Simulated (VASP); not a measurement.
A run of VASP 6.6.1 is set up as follows.

INCAR

```
PREC = Accurate ; ENCUT = 520
EDIFF = 1E-7 ; ISMEAR = 0
SIGMA = 0.05 ; LREAL = Auto
LASPH = T ; NELM = 80
ALGO = Normal ; ISIF = 2
LWAVE = F ; LCHARG = T
GGA = PE ; LELF = T
LVHAR = T ; NELECT = 58.0
NBANDS = 43
```

KPOINTS

```
Automatic mesh
0
Gamma
  2 3 3
```

File POSCAR:

```
Al8N6O
1.0
   -3.1440000000     -5.4455680000      0.0000000000
    4.7160000000     -2.7227840000      0.0000000000
    0.0000000000      0.0000000000      5.0460000000
Al N O
8 6 1
Direct
    0.4907657240      0.6584787023      0.0026691477
    0.4999105363      0.3323843640      0.5018279996
    0.2497743265      0.1704719384      0.0015368486
    0.2618069705      0.8445469626      0.5036210683
    0.0037163338      0.6643687772     -0.0074064303
   -0.0012609321      0.3186438636      0.5047420201
    0.7473706202      0.1780699481      0.0045346789
    0.7513618431      0.8311583410      0.4890880375
    0.5028704514      0.6673131155      0.3806015672
    0.5006344754      0.3323919727      0.8808613973
    0.2484577193      0.1707572662      0.3805755863
    0.2470657825      0.8345192341      0.8819646854
   -0.0038230610      0.3366074443      0.8822512129
    0.7509126117      0.1610555718      0.3813151981
   -0.2495637015      0.8325656581      0.8788169824
```

Potentials or basis: VASP PAW PBE potentials, release 64 (Al, N, O).

Launch:

```console
$ cat potpaw_PBE.64/Al/POTCAR potpaw_PBE.64/N/POTCAR potpaw_PBE.64/O/POTCAR > POTCAR
$ mpirun -np 1 vasp_std > vasp.out
```

**Question.** Estimate the largest force.

**Answer.** 0.012 eV/Å.

Forces on the atoms (eV/Å):
```
Al  -0.004  0.002  0.002
Al   0.002  0.002  0.000
Al  -0.004 -0.007 -0.003
Al  -0.008 -0.008  0.003
Al   0.003  0.006 -0.007
Al   0.000 -0.001  0.007
Al   0.004  0.005  0.009
Al  -0.001  0.002 -0.002
N   -0.003  0.010 -0.004
N    0.001  0.001 -0.007
N    0.002  0.001 -0.007
N    0.006  0.001  0.003
N   -0.005  0.002  0.005
N    0.007 -0.007 -0.003
O   -0.001 -0.008  0.004
```

Caveat: the k points lie up to 0.50 Å⁻¹ apart; the cell carries a net charge on a neutralising background, which shifts energy and pressure.
